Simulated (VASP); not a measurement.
Set up this calculation in VASP 6.6.1, as the native input.

```
Task                   : single point
Functional             : LDA
Potentials or basis    : VASP PAW LDA potentials, release 64 (Ca_sv, O)
Cutoff                 : 520 eV
k mesh                 : 8 × 8 × 8
Occupations            : gaussian, width 0.05 eV
Spin                   : no spin polarisation
Dipole correction      : no
Further INCAR settings : ALGO = Normal; EDIFF = 1e-07; NBANDS = 15
```

The structure of CaO lies in POSCAR:

```
CaO
1.0
    0.0000000000      2.5224700000      2.4857350000
    2.5224700000      0.0000000000      2.4857350000
    2.5224700000      2.5224700000      0.0000000000
Ca O
1 1
Direct
    0.0000000000      0.0000000000      0.0000000000
    0.5000000000      0.5000000000      0.5000000000
```

This cell differs from its parent crystal: strain +0.030 along x and y, +0.015 along z.

These files were run (other wordings do the same):

INCAR

```
SYSTEM = CaO
PREC = Accurate
ENCUT = 520
EDIFF = 1E-7
ISMEAR = 0
SIGMA = 0.05
LREAL = .False.
LASPH = .True.
NELM = 80
ALGO = Normal
ISIF = 2
LWAVE = .False.
LCHARG = .False.
GGA = CA
NBANDS = 15
```

KPOINTS

```
Automatic mesh
0
Gamma
  8 8 8
  0 0 0
```

Potentials or basis: VASP PAW LDA potentials, release 64 (Ca_sv, O).

Command:

```console
$ cat potpaw_LDA.64/Ca_sv/POTCAR potpaw_LDA.64/O/POTCAR > POTCAR
$ mpirun -np 1 vasp_std > vasp.out
```

It gave:

```json
{"Pressure": "-15.8 GPa", "Band gap on the k mesh": "3.44 eV, indirect (least direct gap 3.57 eV)"}
```

Caveat: the cell differs from its parent crystal (strain +0.030 along x and y, +0.015 along z).

It took 19 s on 1 thread of Intel(R) Xeon(R) Platinum 8488C (Sapphire Rapids), on a shared host, peak memory 0.15 GiB.
